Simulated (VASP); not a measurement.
Input of a VASP 6.6.1 run:

File INCAR:

```
SYSTEM = In
PREC = Accurate
ENCUT = 520
EDIFF = 1E-7
ISMEAR = -1
SIGMA = 0.1
LREAL = .False.
LASPH = .True.
NELM = 80
ALGO = Normal
ISIF = 2
LWAVE = .False.
LCHARG = .True.
GGA = B5
ALDAX = 1.0
AGGAX = 1.0
AGGAC = 1.0
ALDAC = 0.0
LELF = .True.
LVHAR = .True.
NBANDS = 12
```

The input KPOINTS:

```
regular mesh
0
Gamma
  12 12 12
  0 0 0
```

The input POSCAR:

```
In
1.0
    0.0000000000      2.5282989871      2.5282989871
    2.5282989871      0.0000000000      2.5282989871
    2.5282989871      2.5282989871      0.0000000000
In
1
Direct
    0.0000000000      0.0000000000      0.0000000000
```

Potentials or basis: VASP PAW PBE potentials, release 64 (In_d).

Launch:

```console
$ cat potpaw_PBE.64/In_d/POTCAR > POTCAR
$ mpirun -np 1 vasp_std > vasp.out
```

Problem. Predict the pressure.

Solution. -0.8 GPa.

Caveat: the PAW data sets were made with another functional, which shifts forces and pressure a little.
